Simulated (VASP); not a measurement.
# Al (R-3m) in VASP: a series of runs

The runs below take Al through single point, relaxation of cell and atoms, with PBE.

Program: VASP 6.6.1. These are calculated values, not measurements. Logs are shortened: lines on timing, memory, paths and dates and some standing lists are left out, and cuts for length are marked.

### Step 1. The cell of the first run

It takes space group R-3m (No. 166, trigonal). Conventional cell: a = 2.797 Å, b = 2.797 Å, c = 15.753 Å, α = 90.00°, β = 90.00°, γ = 120.00°. Al (site symmetry 3m) has 10 Al at 2.77 to 2.96 Å within 3.7 Å.

### Step 2. Single point, PBE

The input, INCAR:

```
ALGO = Normal
EDIFF = 1E-7
ENCUT = 520
GGA = PE
ISIF = 2
ISMEAR = 0
LASPH = True
LCHARG = False
LREAL = False
LWAVE = False
NBANDS = 10
NELM = 80
PREC = Accurate
SIGMA = 0.1
```

The input, KPOINTS:

```
k-points
0
Gamma
  9 9 9
```

The input, POSCAR:

```
Al
1.0
    1.3983456188      0.8073352194      5.2509764386
   -1.3983456188      0.8073352194      5.2509764386
    0.0000000000     -1.6146704388      5.2509764386
Al
2
Direct
    0.0880526704      0.0880526704      0.0880526704
    0.9119473296      0.9119473296      0.9119473296
```

Potentials or basis: VASP PAW PBE potentials, release 64 (Al).

Launch:

```bash
$ cat potpaw_PBE.64/Al/POTCAR > POTCAR
$ mpirun -np 1 vasp_std > vasp.out
```

OUTCAR:

```text
EDIFF = 1E-7
   ENCUT = 520
   GGA = PE
   ISIF = 2
   ISMEAR = 0
   LASPH = True
   LREAL = False
   NELM = 80
   PREC = Accurate

 ion  position               nearest neighbor table
   1  0.088  0.088  0.088-   2 2.77   2 2.96   2 2.96   2 2.96
   2  0.912  0.912  0.912-   1 2.77   1 2.96   1 2.96   1 2.96

  LATTYP: Found a trigonal (rhomboedric) cell.
 ALAT       =     5.4936248675
 COS(alpha) =     0.8704190835

  Lattice vectors:

 A1 = (   1.3983456188,   0.8073352194,   5.2509764386)
 A2 = (  -1.3983456188,   0.8073352194,   5.2509764386)
 A3 = (   0.0000000000,  -1.6146704388,   5.2509764386)

Analysis of symmetry for initial positions (statically):
=====================================================================
 Subroutine PRICEL returns:
 Original cell was already a primitive cell.

 Routine SETGRP: Setting up the symmetry group for a
 trigonal (rhombohedral) supercell.

 Subroutine GETGRP returns: Found 12 space group operations
 (whereof 12 operations were pure point group operations)
 out of a pool of 12 trial point group operations.

The static configuration has the point symmetry D_3d.

Analysis of symmetry for dynamics (positions and initial velocities):
=====================================================================
 Subroutine PRICEL returns:
 Original cell was already a primitive cell.

 Routine SETGRP: Setting up the symmetry group for a
 trigonal (rhombohedral) supercell.

 Subroutine GETGRP returns: Found 12 space group operations
 (whereof 12 operations were pure point group operations)
 out of a pool of 12 trial point group operations.

The dynamic configuration has the point symmetry D_3d.

 Subroutine INISYM returns: Found 12 space group operations
 (whereof 12 operations are pure point group operations),
 and found     1 'primitive' translations

----------------------------------------------------------------------------------------

                                     Primitive cell

  volume of cell :      35.5680

  direct lattice vectors                    reciprocal lattice vectors
     1.398345619  0.807335219  5.250976439     0.357565392  0.206440476  0.063480257
    -1.398345619  0.807335219  5.250976439    -0.357565392  0.206440476  0.063480257
     0.000000000 -1.614670439  5.250976439     0.000000000 -0.412880951  0.063480257

  length of vectors
     5.493624868  5.493624868  5.493624867     0.417732478  0.417732478  0.417732478

  position of ions in fractional coordinates (direct lattice)
     0.088052670  0.088052670  0.088052670
     0.911947330  0.911947330  0.911947330

  ion indices of the primitive-cell ions
   primitive index   ion index
                 1           1
                 2           2

----------------------------------------------------------------------------------------

 KPOINTS: k-points

Automatic generation of k-mesh.
 Grid dimensions read from file:
 generate k-points for:    9    9    9

 Generating k-lattice:

  Cartesian coordinates                     Fractional coordinates (reciprocal lattice)
     0.039729488  0.022937831  0.007053362     0.111111111  0.000000000  0.000000000
    -0.039729488  0.022937831  0.007053362     0.000000000  0.111111111  0.000000000
     0.000000000 -0.045875661  0.007053362     0.000000000  0.000000000  0.111111111

  Length of vectors
     0.046414720  0.046414720  0.046414720

  Shift w.r.t. Gamma in fractional coordinates (k-lattice)
     0.000000000  0.000000000  0.000000000

 Subroutine IBZKPT returns following result:
 ===========================================

 Found     85 irreducible k-points:

 Following reciprocal coordinates:
            Coordinates               Weight
  0.000000  0.000000  0.000000      1.000000
  0.111111  0.000000  0.000000      6.000000
  0.222222  0.000000  0.000000      6.000000
  0.333333  0.000000  0.000000      6.000000
  0.444444  0.000000  0.000000      6.000000
  0.111111  0.111111  0.000000      6.000000
[... 16 lines left out ...]
 -0.333333  0.333333  0.000000      6.000000
  0.444444  0.444444  0.000000      6.000000
 [... further k-points ...]
   k-points           NKPTS =     85   k-points in BZ     NKDIM =     85   number of bands    NBANDS=     10
   number of dos      NEDOS =    301   number of ions     NIONS =      2
   total plane-waves  NPLWV =  74088
   dimension x,y,z NGX =    42 NGY =   42 NGZ =   42
   dimension x,y,z NGXF=    84 NGYF=   84 NGZF=   84
   ions per type =               2
   NGX,Y,Z   is equivalent  to a cutoff of  12.71, 12.71, 12.71 a.u.
   NGXF,Y,Z  is equivalent  to a cutoff of  25.42, 25.42, 25.42 a.u.
 SYSTEM =  unknown system
   PREC   = accura    normal or accurate (medium, high low for compatibility)
   ISTART =      0    job   : 0-new  1-cont  2-samecut
   ICHARG =      2    charge: 1-file 2-atom 10-const
   ISPIN  =      1    spin polarized calculation?
   LNONCOLLINEAR =      F non collinear calculations
   LSORBIT =      F    spin-orbit coupling
   LASPH  =      T    aspherical Exc in radial PAW
   ENCUT  =  520.0 eV  38.22 Ry    6.18 a.u.  10.21 10.21 10.21*2*pi/ulx,y,z
   NELM   =     80;   NELMIN=  2; NELMDL= -5     # of ELM steps
   EDIFF  = 0.1E-06   stopping-criterion for ELM
   LREAL  =      F    real-space projection
   EDIFFG = 0.1E-05   stopping-criterion for IOM
   NSW    =      0    number of steps for IOM
   IBRION =     -1    ionic relax: 0-MD 1-quasi-New 2-CG
   NFREE  =      0    steps in history (QN), initial steepest desc. (CG)
   ISIF   =      2    stress and relaxation
   ISYM   =      2    0-nonsym 1-usesym 2-fastsym
   POTIM  = 0.5000    time-step for ionic-motion
   TEBEG  =    0.0;   TEEND  =   0.0 temperature during run
   PSTRESS=    0.0 pullay stress
   NELECT =       6.0000    total number of electrons
   NUPDOWN=      -1.0000    fix difference up-down
   EMIN   =  10.00;   EMAX   =-10.00  energy-range for DOS
   EFERMI =   0.00;   METHOD = LEGACY
   ISMEAR =     0;   SIGMA  =   0.10  broadening in eV -4-tet -1-fermi 0-gaus
   EFERMI_NEDOS =   21; number of points for ismear=-14 and -15
   IALGO  =     38    algorithm
   IMIX   =      4    mixing-type and parameters
     AMIX     =   0.40;   BMIX     =  1.00
     AMIX_MAG =   1.60;   BMIX_MAG =  1.00
  volume/ion in A,a.u.               =      17.78       120.01
  Fermi-wavevector in a.u.,A,eV,Ry     =   0.904563  1.709376 11.132745  0.818234
  Thomas-Fermi vector in A             =   2.028025
   LORBIT       =      0    0 simple, 1 ext, 2 COOP (PROOUT), +10 PAW based schemes
   GGA     = PE    functional components
   LHFCALC =     F    Hartree Fock is set to
   AEXX    =    0.0000 exact exchange contribution
   IVDW    =     0    specifies the selected vdW correction
   LEPSILON=     F    determine dielectric tensor
   LRPA    =     F    only Hartree local field effects (RPA)
 non-spin polarized calculation
 Gauss-broadening in eV      SIGMA  =   0.10
  energy-cutoff  :      520.00
  volume of cell :       35.57
 maximum number of plane-waves:       973
 NGX is ok and might be reduce to    42
   NGX = 21   NGY = 21   NGZ = 21

 number of electron       6.0000000 magnetization

 Free energy of the ion-electron system (eV)
  ---------------------------------------------------
  ext. energy  EPLUGINS =         0.00000000
  ---------------------------------------------------
  free energy    TOTEN  =        -7.30171340 eV

  energy without entropy =       -7.29861840  energy(sigma->0) =       -7.30016590

 E-fermi :   7.1923     XC(G=0):  -9.8992

 val. band max:        7.1815664896   @ k =  -0.3333   0.3333   0.0000
 cond. band min:       7.2335932863   @ k =  -0.2222  -0.3333   0.1111
 fundamental gap:      0.0520267967
 Fermi energy:         7.1922976854

 k-point     1 :       0.0000    0.0000    0.0000
  band No.  band energies     occupation
      1      -3.4870      2.00000
      2       1.3509      2.00000
      3       2.3862      2.00000
      4      16.1052      0.00000
      5      16.7197      0.00000
      6      19.6405      0.00000
      7      19.6405      0.00000
      8      19.9384      0.00000
      9      19.9384      0.00000
     10      21.1479      0.00000

 k-point     2 :       0.1111    0.0000    0.0000
  band No.  band energies     occupation
      1      -3.1690      2.00000
      2       1.5388      2.00000
      3       2.8100      2.00000
      4      15.1601      0.00000
      5      16.3834      0.00000
      6      17.3016      0.00000
      7      17.7798      0.00000
      8      17.9702      0.00000
      9      19.1693      0.00000
     10      19.9690      0.00000

 k-point     3 :       0.2222    0.0000    0.0000
  band No.  band energies     occupation
      1      -2.2194      2.00000
      2       2.1870      2.00000
      3       3.9846      2.00000
      4      11.3676      0.00000
      5      13.8716      0.00000
      6      15.9147      0.00000
      7      16.3000      0.00000
      8      17.4654      0.00000
      9      17.7037      0.00000
     10      18.6501      0.00000

 k-point     4 :       0.3333    0.0000    0.0000
  band No.  band energies     occupation
      1      -0.6511      2.00000
      2       3.3689      2.00000
      3       5.7667      2.00000
      4       7.6344      0.00000
      5      10.5343      0.00000
      6      14.4542      0.00000
      7      15.3333      0.00000
      8      16.3027      0.00000
      9      16.3937      0.00000
     10      17.6335      0.00000

 k-point     5 :       0.4444    0.0000    0.0000
  band No.  band energies     occupation
      1       1.5139      2.00000
      2       4.2025      2.00000
      3       5.1113      2.00000
      4       7.7524      0.00000
      5       8.1788      0.00000
      6      11.3707      0.00000
      7      14.8601      0.00000
      8      15.7105      0.00000
      9      16.1786      0.00000
     10      16.7831      0.00000

 k-point     6 :       0.1111    0.1111    0.0000
  band No.  band energies     occupation
      1      -3.1482      2.00000
      2       1.2808      2.00000
      3       3.1081      2.00000
      4      14.9893      0.00000
      5      16.2264      0.00000
      6      17.2513      0.00000
      7      17.5249      0.00000
      8      17.8671      0.00000
      9      19.7409      0.00000
     10      20.1022      0.00000
[... 183 lines left out ...]
 k-point    21 :       0.4444    0.3333    0.0000
  band No.  band energies     occupation
      1       0.8279      2.00000
      2       3.4040      2.00000
      3       6.4704      2.00000
      4       7.7943      0.00000
      5       8.9320      0.00000
      6      11.1027      0.00000
      7      14.7642      0.00000
      8      16.1470      0.00000
      9      16.5034      0.00000
     10      17.3743      0.00000

 k-point    22 :      -0.4444    0.3333    0.0000
  band No.  band energies     occupation
      1       2.7165      2.00000
      2       4.8469      2.00000
      3       5.6176      2.00000
      4       7.0994      1.81119
      5       7.6451      0.00000
      6      10.9172      0.00000
      7      12.2004      0.00000
      8      13.7899      0.00000
      9      15.0696      0.00000
     10      17.2216      0.00000

 k-point    23 :      -0.3333    0.3333    0.0000
  band No.  band energies     occupation
      1       4.6533      2.00000
      2       5.0453      2.00000
      3       5.2709      2.00000
      4       6.7662      2.00000
      5       7.1816      1.12063
      6       9.7539      0.00000
      7      10.3833      0.00000
      8      13.8286      0.00000
      9      14.4871      0.00000
     10      18.6338      0.00000

 k-point    24 :       0.4444    0.4444    0.0000
  band No.  band energies     occupation
      1       1.8225      2.00000
      2       3.9884      2.00000
      3       4.7467      2.00000
      4       6.2937      2.00000
      5      10.1317      0.00000
      6      13.4639      0.00000
      7      14.1035      0.00000
      8      14.4791      0.00000
      9      16.6822      0.00000
     10      18.0243      0.00000

 [... further k-points ...]
[... 5 lines left out ...]
  --------------------------------------------------------------------------------------
  -------------------------------------------------------------------------------------
  Total       -0.0225486     -0.0225486     -0.0007162      0.0000000     -0.0000000      0.0000000
  in kB       -1.0157138     -1.0157138     -0.0322626      0.0000000     -0.0000000      0.0000000
  external PRESSURE =      -0.6878967 kB  Pullay stress =       0.0000000 kB

 VOLUME and BASIS-vectors are now :
 -----------------------------------------------------------------------------
  energy-cutoff  :      520.00
  volume of cell :       35.57
      direct lattice vectors                 reciprocal lattice vectors
     1.398345619  0.807335219  5.250976439     0.357565392  0.206440476  0.063480257
    -1.398345619  0.807335219  5.250976439    -0.357565392  0.206440476  0.063480257
     0.000000000 -1.614670439  5.250976439     0.000000000 -0.412880951  0.063480257

 POSITION                                       TOTAL-FORCE (eV/Angst)
 -----------------------------------------------------------------------------------
      0.00000      0.00000      1.38709         0.000000      0.000000     -0.003117
      0.00000      0.00000     14.36584         0.000000      0.000000      0.003117
 -----------------------------------------------------------------------------------
    total drift:                               -0.000000      0.000000     -0.000000

  FREE ENERGIE OF THE ION-ELECTRON SYSTEM (eV)
  ---------------------------------------------------
  free  energy   TOTEN  =        -7.3017134050 eV

  energy  without entropy=       -7.2986184026  energy(sigma->0) =       -7.30016590
```

Run time: 63 s. Hardware: 1 thread of Intel Xeon Platinum 8259CL at 2.50GHz (Skylake/Cascade Lake), shared host; peak memory 0.23 GiB.

What came out:

| Property | Result |
| --- | --- |
| Free energy | -7.3017 eV |
| Pressure | -0.1 GPa |
| Largest force | 0.003 eV/Å |
| Band gap on the k mesh | zero (band 3 reaches 9.08 eV, above the bottom of band 4 at 5.59 eV) |

Forces on the atoms (eV/Å):
```
Al   0.000  0.000 -0.003
Al   0.000  0.000  0.003
```

Levels at points of the mesh, in eV from the Fermi level:
| k point | band 1 | band 2 | band 3 | band 4 | band 5 | band 6 |
| --- | --- | --- | --- | --- | --- | --- |
| (0.00, 0.00, 0.00) | -10.68 | -5.84 | -4.81 | 8.91 | 9.53 | 12.45 |

### Step 3. Relaxation of cell and atoms, PBE

This run uses another cell than the first one, of 19.14 Å³/atom, 1.076 times its volume.

The input, INCAR:

```
PREC = Accurate ; ENCUT = 600
EDIFF = 1E-6 ; ISMEAR = 0
SIGMA = 0.1 ; LREAL = F
LASPH = T ; NELM = 60
ALGO = Normal ; ISIF = 3
LWAVE = F ; LCHARG = F
GGA = PE ; IBRION = 2
NSW = 90 ; EDIFFG = -0.04
```

The input, KPOINTS:

```
Automatic mesh
0
Gamma
  6 6 6
```

The input, POSCAR:

```
Al
1.0
    1.6648415754      0.9611967316      3.9865693187
   -1.6648415754      0.9611967316      3.9865693187
    0.0000000000     -1.9223934634      3.9865693187
Al
2
Direct
    0.0577000000      0.0577000000      0.0577000000
    0.9423000000      0.9423000000      0.9423000000
```

Potentials or basis: VASP PAW PBE potentials, release 64 (Al).

Launch:

```bash
$ cat potpaw_PBE.64/Al/POTCAR > POTCAR
$ mpirun -np 1 vasp_std > vasp.out
```

Run time: 6.4 min. Hardware: 1 thread of Intel Xeon Platinum 8259CL at 2.50GHz (Skylake/Cascade Lake), shared host; peak memory 0.21 GiB.

It converged, with:

```
Free energy                            : -7.5738 eV
Relaxed volume                         : 16.47 Å³/atom
Relaxed cell                           : a = 5.059 Å, b = 5.059 Å, c = 5.059 Å, α = 32.35°, β = 32.35°, γ = 32.35°
Space group after relaxing (to 0.05 Å) : R-3m (No. 166)
Energy gained by relaxing              : 8636.2 meV/atom
Ionic steps                            : 47
Pressure after relaxing                : 0.2 GPa
Largest force after relaxing           : 0.037 eV/Å
Band gap on the k mesh                 : zero (band 3 reaches 10.72 eV, above the bottom of band 4 at 6.39 eV)
```

Forces in eV/Å, atoms in the order of the input:
```
Al   0.000  0.000 -0.037
Al   0.000  0.000  0.037
```

Step by step:
| step | energy change (eV) | largest force (eV/Å) | pressure (GPa) | volume (Å³) |
| --- | --- | --- | --- | --- |
| 1 | 0.0000 | 46.2964 | 79.17 | 38.28 |
| 3 | -14.6811 | 0.1205 | -5.58 | 84.77 |
| 5 | -15.0483 | 2.4535 | 3.89 | 62.41 |
| 7 | -15.3153 | 0.7416 | -8.04 | 71.89 |
| 9 | -15.9175 | 0.0515 | -6.73 | 64.83 |
| 11 | -16.4153 | 0.5654 | -3.20 | 53.94 |
| 13 | -16.5878 | 1.3823 | 4.27 | 45.91 |
| 15 | -16.5982 | 0.2805 | 5.17 | 45.89 |
| 17 | -16.7165 | 0.0668 | -1.07 | 49.57 |
| 19 | -16.7203 | 0.0932 | -0.26 | 48.72 |
| 21 | -16.7237 | 0.0559 | -0.15 | 47.96 |
| 23 | -16.7259 | 0.0579 | -0.18 | 47.73 |
| 25 | -16.7373 | 0.0622 | -0.32 | 46.69 |
| 27 | -16.8185 | 0.0381 | -0.87 | 42.51 |
| 29 | -16.0245 | 2.5684 | 40.78 | 25.61 |
| 31 | -16.9702 | 1.9285 | 9.91 | 30.81 |
| 33 | -16.9564 | 1.8240 | 14.17 | 29.26 |
| 35 | -17.1308 | 1.0729 | 8.32 | 30.39 |
| 37 | -17.2621 | 0.2263 | -1.31 | 33.51 |
| 39 | -17.2654 | 0.1933 | -0.69 | 33.23 |
| 41 | -17.2693 | 0.0486 | 0.54 | 32.72 |
| 43 | -17.2705 | 0.0334 | -0.28 | 33.08 |
| 45 | -17.2717 | 0.0717 | -0.46 | 33.20 |
| 47 | -17.2724 | 0.0366 | 0.20 | 32.94 |

Final structure:
```xyz
2
Lattice="1.4091 0.8135 4.7897 -1.4091 0.8135 4.7897 0.0000 -1.6270 4.7897" Properties=species:S:1:pos:R:3 pbc="T T T"
Al    0.0000    0.0000    3.5959
Al    0.0000    0.0000   10.7733
```

Levels at points of the mesh, in eV from the Fermi level:
```tsv
k point	band 1	band 2	band 3	band 4	band 5	band 6	band 7
(0.00, 0.00, 0.00)	-11.13	-4.86	-4.78	11.93	11.93	12.11	12.11
(0.50, 0.00, 0.00)	-4.89	-4.89	-0.81	-0.80	3.36	3.37	7.50
(0.50, 0.50, 0.00)	-4.52	-4.20	-2.91	-1.58	5.16	5.23	6.10
(0.50, 0.50, 0.50)	-9.55	-9.51	2.72	2.74	11.51	11.52	11.52
```

Caveat: the k points lie up to 0.44 Å⁻¹ apart in the final cell.

(Part 1 of 2 ends here.)
